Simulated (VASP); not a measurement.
# Sb (R-3m) in VASP: notebook

Aim: see how the results for Sb move with the level of theory and the settings. Levels: HSE06, r2SCAN0, PBE0, PBE-based global hybrid with 50 % exact exchange. Tasks: single point.

Everything below comes from runs of VASP 6.6.1. Logs are shortened: lines on timing, memory, paths and dates and some standing lists are left out, and cuts for length are marked.

### Step 1. The cell of the first run

It takes space group R-3m (No. 166, trigonal). The conventional cell has a = 4.250 Å, b = 4.250 Å, c = 11.122 Å, α = 90.00°, β = 90.00°, γ = 120.00°. Sb (site symmetry 3m) has 6 Sb at 2.87 to 3.31 Å within 3.8 Å.

### Step 2. Single point, HSE06

Input file POSCAR:

```
Sb
1.0
    2.1250856202      1.2269187549      3.7072099901
   -2.1250856202      1.2269187549      3.7072099901
    0.0000000000     -2.4538375098      3.7072099901
Sb
2
Direct
    0.7665100000      0.7665100000      0.7665100000
    0.2334900000      0.2334900000      0.2334900000
```

Input file INCAR.step1:

```
SYSTEM = Sb
PREC = Accurate
ENCUT = 400
EDIFF = 1E-5
ISMEAR = -1
SIGMA = 0.05
LREAL = .FALSE.
LASPH = .TRUE.
NELM = 120
ALGO = Normal
ISIF = 2
LWAVE = .TRUE.
LCHARG = .FALSE.
GGA = PE
NBANDS = 22
GGA_COMPAT = .FALSE.
```

Input file INCAR.step2:

```
SYSTEM = Sb
PREC = Accurate
ENCUT = 400
EDIFF = 1E-6
ISMEAR = -1
SIGMA = 0.05
LREAL = .FALSE.
LASPH = .TRUE.
NELM = 120
ALGO = Normal
ISIF = 2
LWAVE = .FALSE.
LCHARG = .FALSE.
GGA = PE
LHFCALC = .TRUE.
HFSCREEN = 0.2079
PRECFOCK = Normal
ISTART = 1
NBANDS = 22
GGA_COMPAT = .FALSE.
```

Input file KPOINTS:

```
Automatic mesh
0
G
  4 4 4
  0 0 0
```

Potentials or basis: VASP PAW PBE potentials, release 64 (Sb_d_GW).

Command:

```
cat potpaw_PBE.64/Sb_d_GW/POTCAR > POTCAR
cp INCAR.step1 INCAR
mpirun -np 1 vasp_std > vasp.out
cp INCAR.step2 INCAR
mpirun -np 1 vasp_std > vasp.out
```

OUTCAR:

```text
SYSTEM = Sb
   PREC = Accurate
   ENCUT = 400
   EDIFF = 1E-6
   ISMEAR = -1
   LREAL = .FALSE.
   LASPH = .TRUE.
   NELM = 120
   ISIF = 2
   GGA = PE
   LHFCALC = .TRUE.
   HFSCREEN = 0.2079
   PRECFOCK = Normal
   ISTART = 1

 ion  position               nearest neighbor table
   1  0.767  0.767  0.767-   2 2.87   2 2.87   2 2.87   2 3.31   2 3.31   2 3.31
   2  0.233  0.233  0.233-   1 2.87   1 2.87   1 2.87   1 3.31   1 3.31   1 3.31

  LATTYP: Found a trigonal (rhomboedric) cell.
 ALAT       =     4.4457535284
 COS(alpha) =     0.5430253624

  Lattice vectors:

 A1 = (   2.1250856202,   1.2269187549,   3.7072099901)
 A2 = (  -2.1250856202,   1.2269187549,   3.7072099901)
 A3 = (   0.0000000000,  -2.4538375098,   3.7072099901)

Analysis of symmetry for initial positions (statically):
=====================================================================
 Subroutine PRICEL returns:
 Original cell was already a primitive cell.

 Routine SETGRP: Setting up the symmetry group for a
 trigonal (rhombohedral) supercell.

 Subroutine GETGRP returns: Found 12 space group operations
 (whereof 12 operations were pure point group operations)
 out of a pool of 12 trial point group operations.

The static configuration has the point symmetry D_3d.

Analysis of symmetry for dynamics (positions and initial velocities):
=====================================================================
 Subroutine PRICEL returns:
 Original cell was already a primitive cell.

 Routine SETGRP: Setting up the symmetry group for a
 trigonal (rhombohedral) supercell.

 Subroutine GETGRP returns: Found 12 space group operations
 (whereof 12 operations were pure point group operations)
 out of a pool of 12 trial point group operations.

The dynamic configuration has the point symmetry D_3d.

 Subroutine INISYM returns: Found 12 space group operations
 (whereof 12 operations are pure point group operations),
 and found     1 'primitive' translations

----------------------------------------------------------------------------------------

                                     Primitive cell

  volume of cell :      57.9950

  direct lattice vectors                    reciprocal lattice vectors
     2.125085620  1.226918755  3.707209990     0.235284638  0.135841649  0.089914878
    -2.125085620  1.226918755  3.707209990    -0.235284638  0.135841649  0.089914878
     0.000000000 -2.453837510  3.707209990     0.000000000 -0.271683298  0.089914878

  length of vectors
     4.445753528  4.445753528  4.445753528     0.286175644  0.286175644  0.286175644

  position of ions in fractional coordinates (direct lattice)
     0.766510000  0.766510000  0.766510000
     0.233490000  0.233490000  0.233490000

  ion indices of the primitive-cell ions
   primitive index   ion index
                 1           1
                 2           2

----------------------------------------------------------------------------------------

 KPOINTS: Automatic mesh

Automatic generation of k-mesh.
 Grid dimensions read from file:
 generate k-points for:    4    4    4

 Generating k-lattice:

  Cartesian coordinates                     Fractional coordinates (reciprocal lattice)
     0.058821159  0.033960412  0.022478719     0.250000000  0.000000000  0.000000000
    -0.058821159  0.033960412  0.022478719     0.000000000  0.250000000  0.000000000
     0.000000000 -0.067920824  0.022478719     0.000000000  0.000000000  0.250000000

  Length of vectors
     0.071543911  0.071543911  0.071543911

  Shift w.r.t. Gamma in fractional coordinates (k-lattice)
     0.000000000  0.000000000  0.000000000

 Subroutine IBZKPT returns following result:
 ===========================================

 Found     13 irreducible k-points:

 Following reciprocal coordinates:
            Coordinates               Weight
  0.000000  0.000000  0.000000      1.000000
  0.250000  0.000000  0.000000      6.000000
  0.500000  0.000000  0.000000      3.000000
  0.250000  0.250000  0.000000      6.000000
  0.500000  0.250000  0.000000     12.000000
 -0.250000  0.250000  0.000000      6.000000
  0.500000  0.500000  0.000000      3.000000
  0.250000  0.250000  0.250000      2.000000
  0.500000  0.250000  0.250000      6.000000
 -0.250000  0.250000  0.250000      6.000000
  0.500000  0.500000  0.250000      6.000000
 -0.250000  0.500000  0.250000      6.000000
  0.500000  0.500000  0.500000      1.000000
   k-points           NKPTS =     13   k-points in BZ     NKDIM =     64   number of bands    NBANDS=     22
   number of dos      NEDOS =    301   number of ions     NIONS =      2
   total plane-waves  NPLWV =  27000
   dimension x,y,z NGX =    30 NGY =   30 NGZ =   30
   dimension x,y,z NGXF=    60 NGYF=   60 NGZF=   60
   ions per type =               2
   NGX,Y,Z   is equivalent  to a cutoff of  11.22, 11.22, 11.22 a.u.
   NGXF,Y,Z  is equivalent  to a cutoff of  22.44, 22.44, 22.44 a.u.
 SYSTEM =  Sb
   PREC   = accura    normal or accurate (medium, high low for compatibility)
   ISTART =      1    job   : 0-new  1-cont  2-samecut
   ICHARG =      0    charge: 1-file 2-atom 10-const
   ISPIN  =      1    spin polarized calculation?
   LNONCOLLINEAR =      F non collinear calculations
   LSORBIT =      F    spin-orbit coupling
   LASPH  =      T    aspherical Exc in radial PAW
   ENCUT  =  400.0 eV  29.40 Ry    5.42 a.u.   7.25  7.25  7.25*2*pi/ulx,y,z
   NELM   =    120;   NELMIN=  2; NELMDL=  0     # of ELM steps
   EDIFF  = 0.1E-05   stopping-criterion for ELM
   LREAL  =      F    real-space projection
   EDIFFG = 0.1E-04   stopping-criterion for IOM
   NSW    =      0    number of steps for IOM
   IBRION =     -1    ionic relax: 0-MD 1-quasi-New 2-CG
   NFREE  =      0    steps in history (QN), initial steepest desc. (CG)
   ISIF   =      2    stress and relaxation
   ISYM   =      3    0-nonsym 1-usesym 2-fastsym
   POTIM  = 0.5000    time-step for ionic-motion
   TEBEG  =    0.0;   TEEND  =   0.0 temperature during run
   PSTRESS=    0.0 pullay stress
   NELECT =      30.0000    total number of electrons
   NUPDOWN=      -1.0000    fix difference up-down
   EMIN   =  10.00;   EMAX   =-10.00  energy-range for DOS
   EFERMI =   0.00;   METHOD = LEGACY
   ISMEAR =    -1;   SIGMA  =   0.05  broadening in eV -4-tet -1-fermi 0-gaus
   EFERMI_NEDOS =   21; number of points for ismear=-14 and -15
   IALGO  =     38    algorithm
   IMIX   =      1    mixing-type and parameters
     AMIX     =   0.40;   BMIX     =  1.00
     AMIX_MAG =   1.60;   BMIX_MAG =  1.00
  volume/ion in A,a.u.               =      29.00       195.68
  Fermi-wavevector in a.u.,A,eV,Ry     =   1.314170  2.483422 23.497859  1.727044
  Thomas-Fermi vector in A             =   2.444442
   LORBIT       =      0    0 simple, 1 ext, 2 COOP (PROOUT), +10 PAW based schemes
   GGA     = PE    functional components
   LHFCALC =     T    Hartree Fock is set to
   PRECFOCK=normal    Normal, Fast or Accurate (Low or Medium for compatibility)
   ENCUT4O =  -1.0   cutoff for four orbital integrals eV
   NKREDX  =     1    reduce k-point grid by
   NKREDY  =     1    reduce k-point grid by
   NKREDZ  =     1    reduce k-point grid by
   AEXX    =    0.2500 exact exchange contribution
   HFSCREEN=    0.2079 screening length (either q_TF or 0.3 A-1)
   HFSCREENC=   0.2079 screening length for correlation (either q_TF or 0.3 A-1)
   ENCUTFOCK=  -1.0 apply spherical cutoff to Coloumb kernel
   IVDW    =     0    specifies the selected vdW correction
   LEPSILON=     F    determine dielectric tensor
   LRPA    =     F    only Hartree local field effects (RPA)
 non-spin polarized calculation
  energy-cutoff  :      400.00
  volume of cell :       58.00
 maximum number of plane-waves:      1068
 NGX is ok and might be reduce to    30
  NGX = 24; NGY = 24; NGZ = 24

 number of electron      29.9999980 magnetization

 Free energy of the ion-electron system (eV)
  ---------------------------------------------------
  ext. energy  EPLUGINS =         0.00000000
  ---------------------------------------------------
  free energy    TOTEN  =        -9.85359508 eV

  energy without entropy =       -9.85197199  energy(sigma->0) =       -9.85278354

 E-fermi :   5.5825     XC(G=0):  -8.3859

 val. band max:        5.4915217669   @ k =   0.5000   0.5000   0.5000
 cond. band min:       5.7323027475   @ k =   0.5000   0.0000   0.0000
 fundamental gap:      0.2407809806
 Fermi energy:         5.5825423007

 k-point     1 :       0.0000    0.0000    0.0000
  band No.  band energies     occupation
      1     -26.3761      2.00000
      2     -26.3761      2.00000
      3     -26.2680      2.00000
      4     -26.2680      2.00000
      5     -26.2272      2.00000
      6     -26.1257      2.00000
[... 14 lines left out ...]
     21      11.4539      0.00000
     22      12.7044      0.00000

 k-point     2 :       0.2500    0.0000    0.0000
  band No.  band energies     occupation
      1     -26.3493      2.00000
      2     -26.3354      2.00000
      3     -26.2544      2.00000
      4     -26.2437      2.00000
      5     -26.2101      2.00000
      6     -26.1450      2.00000
[... 14 lines left out ...]
     21      12.3368      0.00000
     22      16.5500      0.00000

 k-point     3 :       0.5000    0.0000    0.0000
  band No.  band energies     occupation
      1     -26.3149      2.00000
      2     -26.2620      2.00000
      3     -26.2331      2.00000
      4     -26.2074      2.00000
      5     -26.1966      2.00000
      6     -26.1844      2.00000
[... 14 lines left out ...]
     21      15.8346      0.00000
     22      15.8587      0.00000

 k-point     4 :       0.2500    0.2500    0.0000
  band No.  band energies     occupation
      1     -26.3721      2.00000
      2     -26.3078      2.00000
      3     -26.2634      2.00000
      4     -26.2360      2.00000
      5     -26.2049      2.00000
      6     -26.1521      2.00000
[... 14 lines left out ...]
     21      13.5017      0.00000
     22      14.8132      0.00000

 k-point     5 :       0.5000    0.2500    0.0000
  band No.  band energies     occupation
      1     -26.3462      2.00000
      2     -26.2637      2.00000
      3     -26.2395      2.00000
      4     -26.2208      2.00000
      5     -26.1874      2.00000
      6     -26.1832      2.00000
[... 14 lines left out ...]
     21      15.8250      0.00000
     22      16.2649      0.00000

 k-point     6 :      -0.2500    0.2500    0.0000
  band No.  band energies     occupation
      1     -26.3451      2.00000
      2     -26.2513      2.00000
      3     -26.2369      2.00000
      4     -26.2239      2.00000
      5     -26.2051      2.00000
      6     -26.1778      2.00000
[... 14 lines left out ...]
     21      14.6702      0.00000
     22      15.8386      0.00000

 k-point     7 :       0.5000    0.5000    0.0000
  band No.  band energies     occupation
      1     -26.3679      2.00000
      2     -26.2790      2.00000
      3     -26.2527      2.00000
      4     -26.1918      2.00000
      5     -26.1900      2.00000
      6     -26.1788      2.00000
[... 14 lines left out ...]
     21      16.6384      0.00000
     22      17.4913      0.00000

 k-point     8 :       0.2500    0.2500    0.2500
  band No.  band energies     occupation
      1     -26.3501      2.00000
      2     -26.3501      2.00000
      3     -26.2573      2.00000
      4     -26.2573      2.00000
      5     -26.2159      2.00000
      6     -26.1339      2.00000
[... 14 lines left out ...]
     21      12.3266      0.00000
     22      15.6288      0.00000

 k-point     9 :       0.5000    0.2500    0.2500
  band No.  band energies     occupation
      1     -26.3283      2.00000
      2     -26.3170      2.00000
      3     -26.2416      2.00000
      4     -26.2363      2.00000
      5     -26.2052      2.00000
      6     -26.1463      2.00000
[... 14 lines left out ...]
     21      13.9046      0.00000
     22      15.4853      0.00000

 k-point    10 :      -0.2500    0.2500    0.2500
  band No.  band energies     occupation
      1     -26.3442      2.00000
      2     -26.2706      2.00000
      3     -26.2448      2.00000
      4     -26.1946      2.00000
      5     -26.1932      2.00000
      6     -26.1877      2.00000
[... 14 lines left out ...]
     21      16.0715      0.00000
     22      16.9507      0.00000

 k-point    11 :       0.5000    0.5000    0.2500
  band No.  band energies     occupation
      1     -26.3456      2.00000
      2     -26.2991      2.00000
      3     -26.2515      2.00000
      4     -26.2281      2.00000
      5     -26.1980      2.00000
      6     -26.1568      2.00000
[... 14 lines left out ...]
     21      15.4044      0.00000
     22      16.7176      0.00000

 k-point    12 :      -0.2500    0.5000    0.2500
  band No.  band energies     occupation
      1     -26.3435      2.00000
      2     -26.2796      2.00000
      3     -26.2329      2.00000
      4     -26.2306      2.00000
      5     -26.1845      2.00000
      6     -26.1774      2.00000
[... 14 lines left out ...]
     21      17.2552      0.00000
     22      17.2817      0.00000

 k-point    13 :       0.5000    0.5000    0.5000
  band No.  band energies     occupation
      1     -26.3177      2.00000
      2     -26.3177      2.00000
      3     -26.2449      2.00000
      4     -26.2449      2.00000
      5     -26.2012      2.00000
      6     -26.1418      2.00000
[... 14 lines left out ...]
     21      15.4303      0.00000
     22      15.6941      0.00000

------------------------ aborting loop because EDIFF is reached ----------------------------------------

  FORCE on cell =-STRESS in cart. coord.  units (eV):
  Direction    XX          YY          ZZ          XY          YZ          ZX
  --------------------------------------------------------------------------------------
  -------------------------------------------------------------------------------------
  Total        1.2904929      1.2904929      0.8297416      0.0000000     -0.0000000      0.0000000
  in kB       35.6513131     35.6513132     22.9225427      0.0000000     -0.0000000      0.0000000
  external PRESSURE =      31.4083897 kB  Pullay stress =       0.0000000 kB

 VOLUME and BASIS-vectors are now :
 -----------------------------------------------------------------------------
  energy-cutoff  :      400.00
  volume of cell :       58.00
      direct lattice vectors                 reciprocal lattice vectors
     2.125085620  1.226918755  3.707209990     0.235284638  0.135841649  0.089914878
    -2.125085620  1.226918755  3.707209990    -0.235284638  0.135841649  0.089914878
     0.000000000 -2.453837510  3.707209990     0.000000000 -0.271683298  0.089914878

 POSITION                                       TOTAL-FORCE (eV/Angst)
 -----------------------------------------------------------------------------------
      0.00000      0.00000      8.52484         0.000000     -0.000000      0.096304
      0.00000      0.00000      2.59679         0.000000      0.000000     -0.096304
 -----------------------------------------------------------------------------------
    total drift:                               -0.000002      0.000003      0.000002

  FREE ENERGIE OF THE ION-ELECTRON SYSTEM (eV)
  ---------------------------------------------------
  free  energy   TOTEN  =        -9.8535950794 eV

  energy  without entropy=       -9.8519719917  energy(sigma->0) =       -9.85278354
```

It took 20 min on 1 thread of AMD EPYC 9R45 (Zen 5), shared host; peak memory 0.26 GiB.

What came out:

| Item | Value |
| --- | --- |
| Free energy | -9.8536 eV |
| Pressure | 3.1 GPa |
| Largest force | 0.096 eV/Å |

Forces on the atoms (eV/Å):
```
Sb   0.000  0.000  0.096
Sb   0.000  0.000 -0.096
```

Caveat: the k points lie up to 0.45 Å⁻¹ apart; the PAW data sets were made with another functional, which shifts forces and pressure a little; spin-orbit coupling is left out, which moves the levels of the heavy elements.

(Continued in part 2 of 3.)
